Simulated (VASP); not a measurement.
# TePb (P6_3/mmc) in VASP: settings compared

The runs below take TePb through single point, relaxation of cell and atoms, with PBE, LDA, r2SCAN.

Program: VASP 6.6.1. These are calculated values, not measurements. Logs are shortened: lines on timing, memory, paths and dates and some standing lists are left out, and cuts for length are marked.

### Step 1. The cell of the first run

The structure is hexagonal, space group P6_3/mmc (No. 194). Conventional cell: a = 4.544 Å, b = 4.544 Å, c = 7.926 Å, α = 90.00°, β = 90.00°, γ = 120.00°. Within 4.3 Å of Pb (site symmetry -3m) lie 6 Te at 3.29 Å and 2 Pb at 3.96 Å. Te (site symmetry -6m2) has 6 Pb at 3.29 Å within 4.3 Å.

### Step 2. Single point, PBE

Contents of INCAR:

```
PREC = Accurate
ENCUT = 520
EDIFF = 1E-6
ISMEAR = -1
SIGMA = 0.02
LREAL = F
LASPH = T
NELM = 100
ALGO = Normal
ISIF = 2
LWAVE = F
LCHARG = F
GGA = PE
NBANDS = 28
```

Contents of KPOINTS:

```
Automatic mesh
0
Gamma
  6 6 4
```

Contents of POSCAR:

```
TePb
1.0
    4.5439516052      0.0000000000      0.0000000000
   -2.2719758026      3.9351775237      0.0000000000
    0.0000000000      0.0000000000      7.9257635448
Pb Te
2 2
Direct
    0.0000000000      0.0000000000      0.0000000000
    0.0000000000      0.0000000000      0.5000000000
    0.3333333333      0.6666666667      0.2500000000
    0.6666666667      0.3333333333      0.7500000000
```

Potentials or basis: VASP PAW PBE potentials, release 64 (Pb_d, Te).

Started as:

```sh
$ cat potpaw_PBE.64/Pb_d/POTCAR potpaw_PBE.64/Te/POTCAR > POTCAR
$ mpirun -np 1 vasp_std > vasp.out
```

OUTCAR:

```text
PREC = Accurate
   ENCUT = 520
   EDIFF = 1E-6
   ISMEAR = -1
   LREAL = F
   LASPH = T
   NELM = 100
   ISIF = 2
   GGA = PE

 ion  position               nearest neighbor table
   1  0.000  0.000  0.000-   3 3.29   4 3.29   4 3.29   3 3.29   4 3.29   3 3.29   2 3.96   2 3.96

   2  0.000  0.000  0.500-   3 3.29   4 3.29   4 3.29   3 3.29   4 3.29   3 3.29   1 3.96   1 3.96

   3  0.333  0.667  0.250-   1 3.29   2 3.29   1 3.29   2 3.29   1 3.29   2 3.29
   4  0.667  0.333  0.750-   1 3.29   2 3.29   1 3.29   2 3.29   1 3.29   2 3.29

  LATTYP: Found a hexagonal cell.
 ALAT       =     4.5439516052
 C/A-ratio  =     1.7442447089

  Lattice vectors:

 A1 = (   4.5439516052,   0.0000000000,   0.0000000000)
 A2 = (  -2.2719758026,   3.9351775237,   0.0000000000)
 A3 = (   0.0000000000,   0.0000000000,   7.9257635448)

Analysis of symmetry for initial positions (statically):
=====================================================================
 Subroutine PRICEL returns:
 Original cell was already a primitive cell.

 Routine SETGRP: Setting up the symmetry group for a
 hexagonal supercell.

 Subroutine GETGRP returns: Found 24 space group operations
 (whereof 12 operations were pure point group operations)
 out of a pool of 24 trial point group operations.

The static configuration has the point symmetry D_3d.
 The point group associated with its full space group is D_6h.

Analysis of symmetry for dynamics (positions and initial velocities):
=====================================================================
 Subroutine PRICEL returns:
 Original cell was already a primitive cell.

 Routine SETGRP: Setting up the symmetry group for a
 hexagonal supercell.

 Subroutine GETGRP returns: Found 24 space group operations
 (whereof 12 operations were pure point group operations)
 out of a pool of 24 trial point group operations.

The dynamic configuration has the point symmetry D_3d.
 The point group associated with its full space group is D_6h.

 Subroutine INISYM returns: Found 24 space group operations
 (whereof 12 operations are pure point group operations),
 and found     1 'primitive' translations

----------------------------------------------------------------------------------------

                                     Primitive cell

  volume of cell :     141.7226

  direct lattice vectors                    reciprocal lattice vectors
     4.543951605  0.000000000  0.000000000     0.220072766  0.127059071  0.000000000
    -2.271975803  3.935177524  0.000000000     0.000000000  0.254118142  0.000000000
     0.000000000  0.000000000  7.925763545     0.000000000  0.000000000  0.126170809

  length of vectors
     4.543951605  4.543951605  7.925763545     0.254118142  0.254118142  0.126170809

  position of ions in fractional coordinates (direct lattice)
     0.000000000  0.000000000  0.000000000
     0.000000000  0.000000000  0.500000000
     0.333333333  0.666666667  0.250000000
     0.666666667  0.333333333  0.750000000

  ion indices of the primitive-cell ions
   primitive index   ion index
                 1           1
                 2           2
                 3           3
                 4           4

----------------------------------------------------------------------------------------

 KPOINTS: Automatic mesh

Automatic generation of k-mesh.
 Grid dimensions read from file:
 generate k-points for:    6    6    4

 Generating k-lattice:

  Cartesian coordinates                     Fractional coordinates (reciprocal lattice)
     0.036678794  0.021176512  0.000000000     0.166666667 -0.000000000  0.000000000
     0.000000000  0.042353024  0.000000000     0.000000000  0.166666667  0.000000000
     0.000000000  0.000000000  0.031542702     0.000000000  0.000000000  0.250000000

  Length of vectors
     0.042353024  0.042353024  0.031542702

  Shift w.r.t. Gamma in fractional coordinates (k-lattice)
     0.000000000  0.000000000  0.000000000

 Subroutine IBZKPT returns following result:
 ===========================================

 Found     21 irreducible k-points:

 Following reciprocal coordinates:
            Coordinates               Weight
  0.000000  0.000000  0.000000      1.000000
  0.166667  0.000000  0.000000      6.000000
  0.333333 -0.000000  0.000000      6.000000
  0.500000  0.000000  0.000000      3.000000
  0.166667  0.166667  0.000000      6.000000
  0.333333  0.166667  0.000000     12.000000
[... 13 lines left out ...]
  0.333333  0.166667  0.500000     12.000000
  0.333333  0.333333  0.500000      2.000000
   k-points           NKPTS =     21   k-points in BZ     NKDIM =     21   number of bands    NBANDS=     28
   number of dos      NEDOS =    301   number of ions     NIONS =      4
   total plane-waves  NPLWV =  77760
   dimension x,y,z NGX =    36 NGY =   36 NGZ =   60
   dimension x,y,z NGXF=    72 NGYF=   72 NGZF=  120
   ions per type =               2   2
   NGX,Y,Z   is equivalent  to a cutoff of  13.17, 13.17, 12.59 a.u.
   NGXF,Y,Z  is equivalent  to a cutoff of  26.34, 26.34, 25.17 a.u.
 SYSTEM =  unknown system
   PREC   = accura    normal or accurate (medium, high low for compatibility)
   ISTART =      0    job   : 0-new  1-cont  2-samecut
   ICHARG =      2    charge: 1-file 2-atom 10-const
   ISPIN  =      1    spin polarized calculation?
   LNONCOLLINEAR =      F non collinear calculations
   LSORBIT =      F    spin-orbit coupling
   LASPH  =      T    aspherical Exc in radial PAW
   ENCUT  =  520.0 eV  38.22 Ry    6.18 a.u.   8.45  8.45 14.74*2*pi/ulx,y,z
   NELM   =    100;   NELMIN=  2; NELMDL= -5     # of ELM steps
   EDIFF  = 0.1E-05   stopping-criterion for ELM
   LREAL  =      F    real-space projection
   EDIFFG = 0.1E-04   stopping-criterion for IOM
   NSW    =      0    number of steps for IOM
   IBRION =     -1    ionic relax: 0-MD 1-quasi-New 2-CG
   NFREE  =      0    steps in history (QN), initial steepest desc. (CG)
   ISIF   =      2    stress and relaxation
   ISYM   =      2    0-nonsym 1-usesym 2-fastsym
   POTIM  = 0.5000    time-step for ionic-motion
   TEBEG  =    0.0;   TEEND  =   0.0 temperature during run
   PSTRESS=    0.0 pullay stress
   NELECT =      40.0000    total number of electrons
   NUPDOWN=      -1.0000    fix difference up-down
   EMIN   =  10.00;   EMAX   =-10.00  energy-range for DOS
   EFERMI =   0.00;   METHOD = LEGACY
   ISMEAR =    -1;   SIGMA  =   0.02  broadening in eV -4-tet -1-fermi 0-gaus
   EFERMI_NEDOS =   21; number of points for ismear=-14 and -15
   IALGO  =     38    algorithm
   IMIX   =      4    mixing-type and parameters
     AMIX     =   0.40;   BMIX     =  1.00
     AMIX_MAG =   1.60;   BMIX_MAG =  1.00
  volume/ion in A,a.u.               =      35.43       239.10
  Fermi-wavevector in a.u.,A,eV,Ry     =   1.073862  2.029305 15.689959  1.153179
  Thomas-Fermi vector in A             =   2.209674
   LORBIT       =      0    0 simple, 1 ext, 2 COOP (PROOUT), +10 PAW based schemes
   GGA     = PE    functional components
   LHFCALC =     F    Hartree Fock is set to
   AEXX    =    0.0000 exact exchange contribution
   IVDW    =     0    specifies the selected vdW correction
   LEPSILON=     F    determine dielectric tensor
   LRPA    =     F    only Hartree local field effects (RPA)
 non-spin polarized calculation
  energy-cutoff  :      520.00
  volume of cell :      141.72
 maximum number of plane-waves:      3846
 NGX is ok and might be reduce to    36
   NGX = 17   NGY = 17   NGZ = 29

 number of electron      40.0000007 magnetization

 Free energy of the ion-electron system (eV)
  ---------------------------------------------------
  ext. energy  EPLUGINS =         0.00000000
  ---------------------------------------------------
  free energy    TOTEN  =       -14.90329646 eV

  energy without entropy =      -14.90293693  energy(sigma->0) =      -14.90311670

 E-fermi :   5.6379     XC(G=0):  -9.0643

 val. band max:        5.5967663182   @ k =   0.3333   0.3333   0.0000
 cond. band min:       5.6632073980   @ k =   0.0000   0.0000   0.0000
 fundamental gap:      0.0664410798
 Fermi energy:         5.6378584393

 k-point     1 :       0.0000    0.0000    0.0000
  band No.  band energies     occupation
      1     -11.6793      2.00000
      2     -11.6629      2.00000
      3     -11.6629      2.00000
      4     -11.6501      2.00000
      5     -11.6501      2.00000
      6     -11.6413      2.00000
[... 20 lines left out ...]
     27      10.0010      0.00000
     28      11.5275      0.00000

 k-point     2 :       0.1667    0.0000    0.0000
  band No.  band energies     occupation
      1     -11.6771      2.00000
      2     -11.6709      2.00000
      3     -11.6598      2.00000
      4     -11.6518      2.00000
      5     -11.6452      2.00000
      6     -11.6436      2.00000
[... 20 lines left out ...]
     27      10.1726      0.00000
     28      10.7354      0.00000

 k-point     3 :       0.3333   -0.0000    0.0000
  band No.  band energies     occupation
      1     -11.6901      2.00000
      2     -11.6719      2.00000
      3     -11.6575      2.00000
      4     -11.6561      2.00000
      5     -11.6458      2.00000
      6     -11.6357      2.00000
[... 20 lines left out ...]
     27      10.2966      0.00000
     28      12.2139      0.00000

 k-point     4 :       0.5000    0.0000    0.0000
  band No.  band energies     occupation
      1     -11.6995      2.00000
      2     -11.6703      2.00000
      3     -11.6587      2.00000
      4     -11.6576      2.00000
      5     -11.6460      2.00000
      6     -11.6316      2.00000
[... 485 lines left out ...]
     27      10.6389      0.00000
     28      10.6389      0.00000

 k-point    20 :       0.3333    0.1667    0.5000
  band No.  band energies     occupation
      1     -11.6706      2.00000
      2     -11.6706      2.00000
      3     -11.6469      2.00000
      4     -11.6469      2.00000
      5     -11.6388      2.00000
      6     -11.6388      2.00000
[... 20 lines left out ...]
     27      11.3390      0.00000
     28      11.3390      0.00000

 k-point    21 :       0.3333    0.3333    0.5000
  band No.  band energies     occupation
      1     -11.6664      2.00000
      2     -11.6664      2.00000
      3     -11.6524      2.00000
      4     -11.6524      2.00000
      5     -11.6335      2.00000
      6     -11.6335      2.00000
[... 20 lines left out ...]
     27      11.7284      0.00000
     28      11.7284      0.00000

------------------------ aborting loop because EDIFF is reached ----------------------------------------

  FORCE on cell =-STRESS in cart. coord.  units (eV):
  Direction    XX          YY          ZZ          XY          YZ          ZX
  --------------------------------------------------------------------------------------
  -------------------------------------------------------------------------------------
  Total        0.5046577      0.5046577      0.5386298      0.0000000     -0.0000000      0.0000000
  in kB        5.7051671      5.7051671      6.0892218      0.0000000     -0.0000000      0.0000000
  external PRESSURE =       5.8331853 kB  Pullay stress =       0.0000000 kB

 VOLUME and BASIS-vectors are now :
 -----------------------------------------------------------------------------
  energy-cutoff  :      520.00
  volume of cell :      141.72
      direct lattice vectors                 reciprocal lattice vectors
     4.543951605  0.000000000  0.000000000     0.220072766  0.127059071  0.000000000
    -2.271975803  3.935177524  0.000000000     0.000000000  0.254118142  0.000000000
     0.000000000  0.000000000  7.925763545     0.000000000  0.000000000  0.126170809

 POSITION                                       TOTAL-FORCE (eV/Angst)
 -----------------------------------------------------------------------------------
      0.00000      0.00000      0.00000         0.000000      0.000000     -0.000000
      0.00000      0.00000      3.96288         0.000000      0.000000     -0.000000
     -0.00000      2.62345      1.98144        -0.000000      0.000000      0.000000
      2.27198      1.31173      5.94432         0.000000      0.000000     -0.000000
 -----------------------------------------------------------------------------------
    total drift:                               -0.000000      0.000000     -0.000000

  FREE ENERGIE OF THE ION-ELECTRON SYSTEM (eV)
  ---------------------------------------------------
  free  energy   TOTEN  =       -14.9032964646 eV

  energy  without entropy=      -14.9029369318  energy(sigma->0) =      -14.90311670
```

Wall time 2.7 min (1 thread of Intel Xeon 8259CL, shared host); peak memory 0.29 GiB.

Results:

```yaml
Free_energy: -14.9033 eV
Pressure: 0.6 GPa
Band_gap_on_the_k_mesh: 0.07 eV (least direct gap 0.18 eV)
```

Caveat: spin-orbit coupling is left out, which moves the levels of the heavy elements.

### Step 3. Single point, LDA

Contents of INCAR:

```
ALGO = Normal
EDIFF = 1E-7
ENCUT = 520
GGA = CA
ISIF = 2
ISMEAR = -1
LASPH = True
LCHARG = False
LREAL = False
LWAVE = False
NBANDS = 28
NELM = 100
PREC = Accurate
SIGMA = 0.02
```

Contents of KPOINTS:

```
k-points
0
Gamma
  6 6 4
```

POSCAR is that of step 2.

Potentials or basis: VASP PAW LDA potentials, release 64 (Pb_d, Te).

Started as:

```sh
$ cat potpaw_LDA.64/Pb_d/POTCAR potpaw_LDA.64/Te/POTCAR > POTCAR
$ mpirun -np 1 vasp_std > vasp.out
```

It took 2.4 min on 1 thread of Intel Xeon 8259CL, shared host; peak memory 0.26 GiB.

The run converged. Its results:

```
Free energy            : -17.2818 eV
Pressure               : -2.9 GPa
Band gap on the k mesh : zero (bands 20 and 21 overlap by 0.04 eV)
```

Stress tensor (GPa, compression positive):
```
-2.73  0.00  0.00
 0.00 -2.73  0.00
 0.00  0.00 -3.17
```

Levels at points of the mesh, in eV from the Fermi level:
```csv
k point,band 16,band 17,band 18,band 19,band 20,band 21,band 22,band 23,band 24,band 25
"(0.00, 0.00, 0.00)",-1.67,-1.67,-1.11,-1.11,-0.12,-0.04,1.87,1.87,2.23,2.23
"(0.50, 0.00, 0.00)",-3.95,-2.93,-1.27,-1.25,-1.08,0.06,0.79,1.86,3.51,4.03
"(0.00, 0.00, 0.50)",-1.47,-1.40,-1.40,-1.40,-1.40,1.96,1.96,1.96,1.96,1.97
"(0.50, 0.00, 0.50)",-3.22,-2.58,-2.58,-2.34,-2.34,1.86,1.86,2.63,2.63,2.67
```

Caveat: semilocal functionals underestimate gaps, so a narrow gap can read as zero; spin-orbit coupling is left out, which moves the levels of the heavy elements.

### Step 4. Single point, PBE

This run uses another cell than the first one, of 36.01 Å³/atom.

Contents of INCAR:

```
PREC = Accurate
ENCUT = 520
EDIFF = 1E-7
ISMEAR = -1
SIGMA = 0.02
LREAL = False
LASPH = True
NELM = 60
ALGO = Normal
ISIF = 2
LWAVE = False
LCHARG = False
GGA = PE
NBANDS = 28
```

Contents of KPOINTS:

```
Automatic mesh
0
Gamma
  6 6 4
```

Contents of POSCAR:

```
TePb
1.0
    4.5714605059      0.0000000000      0.0000000000
   -2.2857302530      3.9590009305      0.0000000000
    0.0000000000      0.0000000000      7.9576965205
Pb Te
2 2
Direct
    0.0000000000      0.0000000000      0.0000000000
    0.0000000000      0.0000000000      0.5000000000
    0.3333333333      0.6666666667      0.2500000000
    0.6666666667      0.3333333333      0.7500000000
```

Potentials or basis: VASP PAW PBE potentials, release 64 (Pb_d, Te).

Started as:

```sh
$ cat potpaw_PBE.64/Pb_d/POTCAR potpaw_PBE.64/Te/POTCAR > POTCAR
$ mpirun -np 1 vasp_std > vasp.out
```

Run time: 2.6 min. Hardware: 1 thread of Intel Xeon 8259CL, shared host; peak memory 0.29 GiB.

The run converged. Its results:

```yaml
Free_energy: -14.9076 eV
Pressure: 0.0 GPa
Band_gap_on_the_k_mesh: 0.09 eV (least direct gap 0.22 eV)
```

Levels at points of the mesh, in eV from the valence-band top:
```tsv
k point	band 16	band 17	band 18	band 19	band 20	band 21	band 22	band 23	band 24	band 25
(0.00, 0.00, 0.00)	-1.60	-1.60	-1.08	-1.08	-0.13	0.09	1.97	1.97	2.31	2.31
(0.50, 0.00, 0.00)	-3.81	-2.83	-1.22	-1.21	-1.03	0.20	0.91	1.97	3.58	4.12
(0.00, 0.00, 0.50)	-1.41	-1.35	-1.35	-1.35	-1.35	2.05	2.05	2.05	2.05	2.05
(0.50, 0.00, 0.50)	-3.10	-2.48	-2.48	-2.25	-2.25	1.97	1.97	2.71	2.71	2.74
```

Caveat: spin-orbit coupling is left out, which moves the levels of the heavy elements. A k mesh can miss the band edges.

### Step 5. Single point, r2SCAN

Contents of POSCAR:

```
TePb
1.0
    4.5439516052      0.0000000000      0.0000000000
   -2.2719758026      3.9351775237      0.0000000000
    0.0000000000      0.0000000000      7.9257635448
Pb Te
2 2
Direct
    0.0000000000      0.0000000000      0.0000000000
    0.0000000000      0.0000000000      0.5000000000
    0.3333333333      0.6666666667      0.2500000000
    0.6666666667      0.3333333333      0.7500000000
```

Contents of INCAR.step1:

```
ALGO = Normal ; EDIFF = 1E-4
ENCUT = 520 ; GGA = PE
ISMEAR = -1 ; LASPH = True
LCHARG = False ; LREAL = False
LWAVE = True ; NBANDS = 28
NELM = 80 ; PREC = Accurate
SIGMA = 0.02
```

Contents of INCAR.step2:

```
ALGO = Normal ; EDIFF = 1E-7
ENCUT = 520 ; ISIF = 2
ISMEAR = -1 ; ISTART = 1
LASPH = True ; LCHARG = False
LMIXTAU = True ; LREAL = False
LWAVE = False ; METAGGA = R2SCAN
NBANDS = 28 ; NELM = 80
PREC = Accurate ; SIGMA = 0.02
```

Contents of KPOINTS:

```
k-points
0
Gamma
  6 6 4
```

Started as:

```sh
$ cat potpaw_PBE.64/Pb_d/POTCAR potpaw_PBE.64/Te/POTCAR > POTCAR
$ cp INCAR.step1 INCAR
$ mpirun -np 1 vasp_std > vasp.out
$ cp INCAR.step2 INCAR
$ mpirun -np 1 vasp_std > vasp.out
```

Run time: 10 min. Hardware: 1 thread of Intel Xeon 8259CL, shared host; peak memory 0.33 GiB.

The run converged. Its results:

```
Free energy            : -165.2504 eV
Pressure               : 0.0 GPa
Band gap on the k mesh : 0.38 eV (least direct gap 0.48 eV)
```

Levels at points of the mesh, in eV from the valence-band top:
| k point | band 18 | band 19 | band 20 | band 21 | band 22 | band 23 |
| --- | --- | --- | --- | --- | --- | --- |
| (0.00, 0.00, 0.00) | -1.24 | -1.24 | -0.10 | 0.38 | 2.14 | 2.14 |
| (0.50, 0.00, 0.00) | -1.39 | -1.37 | -1.09 | 0.44 | 1.01 | 2.09 |
| (0.00, 0.00, 0.50) | -1.52 | -1.45 | -1.45 | 2.23 | 2.23 | 2.23 |
| (0.50, 0.00, 0.50) | -2.69 | -2.45 | -2.45 | 2.15 | 2.15 | 2.95 |

Caveat: the PAW data sets were made with another functional, which shifts forces and pressure a little; spin-orbit coupling is left out, which moves the levels of the heavy elements.

(Part 1 of 2 ends here.)
